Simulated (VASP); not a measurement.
# GaP (F-43m) in VASP: a series of runs

GaP is run at these levels: LDA; tasks: single point.

All numbers are computed with VASP 6.6.1; they aren't measurements. Logs are shortened: lines on timing, memory, paths and dates and some standing lists are left out, and cuts for length are marked.

## (1) The cell of the first run

It takes space group F-43m (No. 216, cubic). The conventional cell has a = 5.377 Å, b = 5.377 Å, c = 5.377 Å, α = 90.00°, β = 90.00°, γ = 90.00°. Ga (site symmetry -43m) has 4 P at 2.33 Å within 3.1 Å. P (site symmetry -43m) has 4 Ga at 2.33 Å within 3.1 Å.

## (2) Single point, LDA (volume scaled by 0.96)

File INCAR:

```
  PREC = Accurate
  ENCUT = 520
  EDIFF = 1E-6
  ISMEAR = -1
  SIGMA = 0.05
  LREAL = F
  LASPH = T
  NELM = 100
  ALGO = Normal
  ISIF = 2
  LWAVE = F
  LCHARG = F
  NBANDS = 16
```

File KPOINTS:

```
regular mesh
0
Gamma
  8 8 8
```

File POSCAR:

```
GaP
1.0
    0.0000000000      2.6884177822      2.6884177822
    2.6884177822      0.0000000000      2.6884177822
    2.6884177822      2.6884177822      0.0000000000
Ga P
1 1
Direct
    0.0000000000      0.0000000000      0.0000000000
    0.7500000000      0.7500000000      0.7500000000
```

Potentials or basis: VASP PAW LDA potentials, release 64 (Ga_d, P).

The run is started by

```console
cat potpaw_LDA.64/Ga_d/POTCAR potpaw_LDA.64/P/POTCAR > POTCAR
mpirun -np 1 vasp_std > vasp.out
```

OUTCAR:

```text
PREC = Accurate
   ENCUT = 520
   EDIFF = 1E-6
   ISMEAR = -1
   LREAL = F
   LASPH = T
   NELM = 100
   ISIF = 2

 ion  position               nearest neighbor table
   1  0.000  0.000  0.000-   2 2.33   2 2.33   2 2.33   2 2.33
   2  0.750  0.750  0.750-   1 2.33   1 2.33   1 2.33   1 2.33

  LATTYP: Found a face centered cubic cell.
 ALAT       =     5.3768355644

  Lattice vectors:

 A1 = (   0.0000000000,   2.6884177822,   2.6884177822)
 A2 = (   2.6884177822,   0.0000000000,   2.6884177822)
 A3 = (   2.6884177822,   2.6884177822,   0.0000000000)

Analysis of symmetry for initial positions (statically):
[... 5 lines left out ...]
 face centered cubic supercell.

 Subroutine GETGRP returns: Found 24 space group operations
 (whereof 24 operations were pure point group operations)
 out of a pool of 48 trial point group operations.

The static configuration has the point symmetry T_d .

Analysis of symmetry for dynamics (positions and initial velocities):
[... 5 lines left out ...]
 face centered cubic supercell.

 Subroutine GETGRP returns: Found 24 space group operations
 (whereof 24 operations were pure point group operations)
 out of a pool of 48 trial point group operations.

The dynamic configuration has the point symmetry T_d .

 Subroutine INISYM returns: Found 24 space group operations
 (whereof 24 operations are pure point group operations),
 and found     1 'primitive' translations

----------------------------------------------------------------------------------------

                                     Primitive cell

  volume of cell :      38.8616

  direct lattice vectors                    reciprocal lattice vectors
     0.000000000  2.688417782  2.688417782    -0.185982998  0.185982998  0.185982998
     2.688417782  0.000000000  2.688417782     0.185982998 -0.185982998  0.185982998
     2.688417782  2.688417782  0.000000000     0.185982998  0.185982998 -0.185982998

  length of vectors
     3.801996889  3.801996889  3.801996889     0.322132003  0.322132003  0.322132003

  position of ions in fractional coordinates (direct lattice)
     0.000000000  0.000000000  0.000000000
     0.750000000  0.750000000  0.750000000

  ion indices of the primitive-cell ions
   primitive index   ion index
                 1           1
                 2           2

----------------------------------------------------------------------------------------

 KPOINTS: regular mesh

Automatic generation of k-mesh.
 Grid dimensions read from file:
 generate k-points for:    8    8    8

 Generating k-lattice:

  Cartesian coordinates                     Fractional coordinates (reciprocal lattice)
    -0.023247875  0.023247875  0.023247875     0.125000000  0.000000000  0.000000000
     0.023247875 -0.023247875  0.023247875     0.000000000  0.125000000  0.000000000
     0.023247875  0.023247875 -0.023247875     0.000000000  0.000000000  0.125000000

  Length of vectors
     0.040266500  0.040266500  0.040266500

  Shift w.r.t. Gamma in fractional coordinates (k-lattice)
     0.000000000  0.000000000  0.000000000

 Subroutine IBZKPT returns following result:
 ===========================================

 Found     29 irreducible k-points:

 Following reciprocal coordinates:
            Coordinates               Weight
  0.000000  0.000000  0.000000      1.000000
  0.125000  0.000000  0.000000      8.000000
  0.250000  0.000000  0.000000      8.000000
  0.375000  0.000000  0.000000      8.000000
  0.500000  0.000000  0.000000      4.000000
  0.125000  0.125000  0.000000      6.000000
[... 16 lines left out ...]
  0.500000  0.250000  0.125000     48.000000
 -0.375000  0.250000  0.125000     24.000000
 [... further k-points ...]
   k-points           NKPTS =     29   k-points in BZ     NKDIM =     29   number of bands    NBANDS=     16
   number of dos      NEDOS =    301   number of ions     NIONS =      2
   total plane-waves  NPLWV =  21952
   dimension x,y,z NGX =    28 NGY =   28 NGZ =   28
   dimension x,y,z NGXF=    56 NGYF=   56 NGZF=   56
   ions per type =               1   1
   NGX,Y,Z   is equivalent  to a cutoff of  12.24, 12.24, 12.24 a.u.
   NGXF,Y,Z  is equivalent  to a cutoff of  24.49, 24.49, 24.49 a.u.
 SYSTEM =  unknown system
   PREC   = accura    normal or accurate (medium, high low for compatibility)
   ISTART =      0    job   : 0-new  1-cont  2-samecut
   ICHARG =      2    charge: 1-file 2-atom 10-const
   ISPIN  =      1    spin polarized calculation?
   LNONCOLLINEAR =      F non collinear calculations
   LSORBIT =      F    spin-orbit coupling
   LASPH  =      T    aspherical Exc in radial PAW
   ENCUT  =  520.0 eV  38.22 Ry    6.18 a.u.   7.07  7.07  7.07*2*pi/ulx,y,z
   NELM   =    100;   NELMIN=  2; NELMDL= -5     # of ELM steps
   EDIFF  = 0.1E-05   stopping-criterion for ELM
   LREAL  =      F    real-space projection
   EDIFFG = 0.1E-04   stopping-criterion for IOM
   NSW    =      0    number of steps for IOM
   IBRION =     -1    ionic relax: 0-MD 1-quasi-New 2-CG
   NFREE  =      0    steps in history (QN), initial steepest desc. (CG)
   ISIF   =      2    stress and relaxation
   ISYM   =      2    0-nonsym 1-usesym 2-fastsym
   POTIM  = 0.5000    time-step for ionic-motion
   TEBEG  =    0.0;   TEEND  =   0.0 temperature during run
   PSTRESS=    0.0 pullay stress
   NELECT =      18.0000    total number of electrons
   NUPDOWN=      -1.0000    fix difference up-down
   EMIN   =  10.00;   EMAX   =-10.00  energy-range for DOS
   EFERMI =   0.00;   METHOD = LEGACY
   ISMEAR =    -1;   SIGMA  =   0.05  broadening in eV -4-tet -1-fermi 0-gaus
   EFERMI_NEDOS =   21; number of points for ismear=-14 and -15
   IALGO  =     38    algorithm
   IMIX   =      4    mixing-type and parameters
     AMIX     =   0.40;   BMIX     =  1.00
     AMIX_MAG =   1.60;   BMIX_MAG =  1.00
  volume/ion in A,a.u.               =      19.43       131.13
  Fermi-wavevector in a.u.,A,eV,Ry     =   1.266657  2.393634 21.829447  1.604419
  Thomas-Fermi vector in A             =   2.399846
   LORBIT       =      0    0 simple, 1 ext, 2 COOP (PROOUT), +10 PAW based schemes
   GGA     = CA    functional components
   LHFCALC =     F    Hartree Fock is set to
   AEXX    =    0.0000 exact exchange contribution
   IVDW    =     0    specifies the selected vdW correction
   LEPSILON=     F    determine dielectric tensor
   LRPA    =     F    only Hartree local field effects (RPA)
 non-spin polarized calculation
  energy-cutoff  :      520.00
  volume of cell :       38.86
 maximum number of plane-waves:      1058
   NGX = 15   NGY = 15   NGZ = 15

 number of electron      17.9999992 magnetization

 Free energy of the ion-electron system (eV)
  ---------------------------------------------------
  ext. energy  EPLUGINS =         0.00000000
  ---------------------------------------------------
  free energy    TOTEN  =       -10.44978367 eV

  energy without entropy =      -10.44978365  energy(sigma->0) =      -10.44978366

 E-fermi :   5.6194     XC(G=0): -10.3472

 val. band max:        4.9349367061   @ k =   0.0000   0.0000   0.0000
 cond. band min:       6.3475961184   @ k =   0.5000   0.5000   0.0000
 fundamental gap:      1.4126594123
 Fermi energy:         5.6194116953

 k-point     1 :       0.0000    0.0000    0.0000
  band No.  band energies     occupation
      1      -9.8472      2.00000
      2      -9.8472      2.00000
      3      -9.8472      2.00000
      4      -9.7362      2.00000
      5      -9.7362      2.00000
      6      -7.8889      2.00000
[... 8 lines left out ...]
     15      14.7903      0.00000
     16      14.7903      0.00000

 k-point     2 :       0.1250    0.0000    0.0000
  band No.  band energies     occupation
      1      -9.8623      2.00000
      2      -9.8419      2.00000
      3      -9.8419      2.00000
      4      -9.7362      2.00000
      5      -9.7362      2.00000
      6      -7.6755      2.00000
[... 8 lines left out ...]
     15      14.1031      0.00000
     16      14.5507      0.00000

 k-point     3 :       0.2500    0.0000    0.0000
  band No.  band energies     occupation
      1      -9.8953      2.00000
      2      -9.8306      2.00000
      3      -9.8306      2.00000
      4      -9.7348      2.00000
      5      -9.7348      2.00000
      6      -7.0688      2.00000
[... 8 lines left out ...]
     15      13.9044      0.00000
     16      14.7223      0.00000

 k-point     4 :       0.3750    0.0000    0.0000
  band No.  band energies     occupation
      1      -9.9248      2.00000
      2      -9.8221      2.00000
      3      -9.8221      2.00000
      4      -9.7305      2.00000
      5      -9.7305      2.00000
      6      -6.2104      2.00000
[... 8 lines left out ...]
     15      15.1569      0.00000
     16      15.1569      0.00000

 k-point     5 :       0.5000    0.0000    0.0000
  band No.  band energies     occupation
      1      -9.9363      2.00000
      2      -9.8195      2.00000
      3      -9.8195      2.00000
      4      -9.7278      2.00000
      5      -9.7278      2.00000
      6      -5.6680      2.00000
[... 8 lines left out ...]
     15      16.7319      0.00000
     16      16.7319      0.00000

 k-point     6 :       0.1250    0.1250    0.0000
  band No.  band energies     occupation
      1      -9.8720      2.00000
      2      -9.8369      2.00000
      3      -9.8369      2.00000
      4      -9.7410      2.00000
      5      -9.7325      2.00000
      6      -7.6049      2.00000
[... 8 lines left out ...]
     15      14.9434      0.00000
     16      15.0400      0.00000
[... 267 lines left out ...]
 k-point    21 :       0.5000    0.5000    0.0000
  band No.  band energies     occupation
      1      -9.9743      2.00000
      2      -9.7783      2.00000
      3      -9.7736      2.00000
      4      -9.7736      2.00000
      5      -9.7115      2.00000
      6      -4.6931      2.00000
[... 8 lines left out ...]
     15      17.4605      0.00000
     16      18.0406      0.00000

 k-point    22 :       0.3750    0.2500    0.1250
  band No.  band energies     occupation
      1      -9.9199      2.00000
      2      -9.8173      2.00000
      3      -9.8128      2.00000
      4      -9.7489      2.00000
      5      -9.7259      2.00000
      6      -6.5521      2.00000
[... 8 lines left out ...]
     15      16.1550      0.00000
     16      17.4025      0.00000

 k-point    23 :       0.5000    0.2500    0.1250
  band No.  band energies     occupation
      1      -9.9361      2.00000
      2      -9.8135      2.00000
      3      -9.8025      2.00000
      4      -9.7466      2.00000
      5      -9.7261      2.00000
      6      -5.7392      2.00000
[... 8 lines left out ...]
     15      16.5427      0.00000
     16      17.8432      0.00000

 k-point    24 :      -0.3750    0.2500    0.1250
  band No.  band energies     occupation
      1      -9.9420      2.00000
      2      -9.8130      2.00000
      3      -9.7989      2.00000
      4      -9.7425      2.00000
      5      -9.7280      2.00000
      6      -5.2323      2.00000
[... 8 lines left out ...]
     15      16.9587      0.00000
     16      17.5678      0.00000

 [... further k-points ...]
[... 5 lines left out ...]
  --------------------------------------------------------------------------------------
  -------------------------------------------------------------------------------------
  Total        0.1990687      0.1990687      0.1990687      0.0000000      0.0000000     -0.0000000
  in kB        8.2071658      8.2071658      8.2071658      0.0000000      0.0000000     -0.0000000
  external PRESSURE =       8.2071658 kB  Pullay stress =       0.0000000 kB

 VOLUME and BASIS-vectors are now :
 -----------------------------------------------------------------------------
  energy-cutoff  :      520.00
  volume of cell :       38.86
      direct lattice vectors                 reciprocal lattice vectors
     0.000000000  2.688417782  2.688417782    -0.185982998  0.185982998  0.185982998
     2.688417782  0.000000000  2.688417782     0.185982998 -0.185982998  0.185982998
     2.688417782  2.688417782  0.000000000     0.185982998  0.185982998 -0.185982998

 POSITION                                       TOTAL-FORCE (eV/Angst)
 -----------------------------------------------------------------------------------
      0.00000      0.00000      0.00000         0.000000      0.000000      0.000000
      4.03263      4.03263      4.03263        -0.000000     -0.000000     -0.000000
 -----------------------------------------------------------------------------------
    total drift:                               -0.000000     -0.000000     -0.000000

  FREE ENERGIE OF THE ION-ELECTRON SYSTEM (eV)
  ---------------------------------------------------
  free  energy   TOTEN  =       -10.4497836676 eV

  energy  without entropy=      -10.4497836461  energy(sigma->0) =      -10.44978366
```

It took 11 s on 1 thread of Intel Xeon Platinum 8488C (Sapphire Rapids), shared host; peak memory 0.14 GiB.

Results:

- Free energy: -10.4498 eV
- Pressure: 0.8 GPa
- Band gap on the k mesh: 1.41 eV, indirect (least direct gap 1.98 eV)

 A k mesh can miss the band edges.

## (3) Single point, LDA (volume scaled by 0.98)

File INCAR:

```
SYSTEM = GaP
PREC = Accurate ; ENCUT = 520
EDIFF = 1E-6 ; ISMEAR = -1
SIGMA = 0.05 ; LREAL = .False.
LASPH = .True. ; NELM = 60
ALGO = Normal ; ISIF = 2
LWAVE = .False. ; LCHARG = .False.
GGA = CA ; NBANDS = 16
```

File KPOINTS:

```
Automatic mesh
0
Gamma
  8 8 8
  0 0 0
```

File POSCAR:

```
GaP
1.0
    0.0000000000      2.7069591804      2.7069591804
    2.7069591804      0.0000000000      2.7069591804
    2.7069591804      2.7069591804      0.0000000000
Ga P
1 1
Direct
    0.0000000000      0.0000000000      0.0000000000
    0.7500000000      0.7500000000      0.7500000000
```

Potentials or basis: VASP PAW LDA potentials, release 64 (Ga_d, P).

The run is started by

```console
cat potpaw_LDA.64/Ga_d/POTCAR potpaw_LDA.64/P/POTCAR > POTCAR
mpirun -np 1 vasp_std > vasp.out
```

It took 12 s on 1 thread of Intel Xeon Platinum 8488C (Sapphire Rapids), shared host; peak memory 0.14 GiB.

It converged, with:

```
Free energy            : -10.4495 eV
Pressure               : -1.0 GPa
Band gap on the k mesh : 1.46 eV, indirect (least direct gap 1.80 eV)
```

Levels at points of the mesh, in eV from the valence-band top:
```tsv
k point	band 5	band 6	band 7	band 8	band 9	band 10	band 11	band 12	band 13	band 14
(0.00, 0.00, 0.00)	-14.64	-12.66	0.00	0.00	0.00	1.80	3.79	3.79	3.79	8.58
(0.50, 0.00, 0.00)	-14.63	-10.51	-6.83	-1.16	-1.16	1.58	4.63	4.63	8.09	10.79
(0.50, 0.50, 0.00)	-14.61	-9.57	-6.94	-2.78	-2.78	1.46	1.66	10.61	10.61	11.15
```

## (4) Single point, LDA (volume scaled by 1.02)

File INCAR:

```
PREC     = Accurate       # precision mode
ENCUT    = 520            # plane-wave cutoff, eV
EDIFF    = 1E-6           # SCF threshold, eV
ISMEAR   = -1             # smearing method
SIGMA    = 0.05           # smearing width, eV
LREAL    = F              # projectors in reciprocal space
LASPH    = T              # aspherical terms in the spheres
NELM     = 80             # most SCF steps
ALGO     = Normal         # electronic algorithm
ISIF     = 2              # what is computed and relaxed
LWAVE    = F              # write WAVECAR
LCHARG   = T              # write CHGCAR
GGA      = CA             # functional
LELF     = T              # ELF
LVHAR    = T            
NBANDS   = 16             # bands
```

File KPOINTS:

```
Automatic mesh
0
Gamma
  8 8 8
```

File POSCAR:

```
GaP
1.0
    0.0000000000      2.7432985392      2.7432985392
    2.7432985392      0.0000000000      2.7432985392
    2.7432985392      2.7432985392      0.0000000000
Ga P
1 1
Direct
    0.0000000000      0.0000000000      0.0000000000
    0.7500000000      0.7500000000      0.7500000000
```

The run is started by

```console
cat potpaw_LDA.64/Ga_d/POTCAR potpaw_LDA.64/P/POTCAR > POTCAR
mpirun -np 1 vasp_std > vasp.out
```

Wall time 17 s (1 thread of Intel Xeon Platinum 8488C (Sapphire Rapids), shared host); peak memory 0.15 GiB.

Results (log left out):

* Free energy: -10.4232 eV
* Pressure: -4.1 GPa
* Band gap on the k mesh: 1.45 eV, indirect (least direct gap 1.47 eV)

Levels at points of the mesh, in eV from the valence-band top:
```
           k point  band 5  band 6  band 7  band 8  band 9  band 10  band 11  band 12  band 13  band 14
(0.00, 0.00, 0.00)  -14.58  -12.36    0.00    0.00    0.00     1.47     3.80     3.80     3.80     8.40
(0.50, 0.00, 0.00)  -14.57  -10.34   -6.60   -1.10   -1.10     1.45     4.63     4.63     8.01    10.50
(0.50, 0.50, 0.00)  -14.56   -9.45   -6.75   -2.64   -2.64     1.53     1.70    10.30    10.30    10.79
```

(Continued in part 2 of 2.)
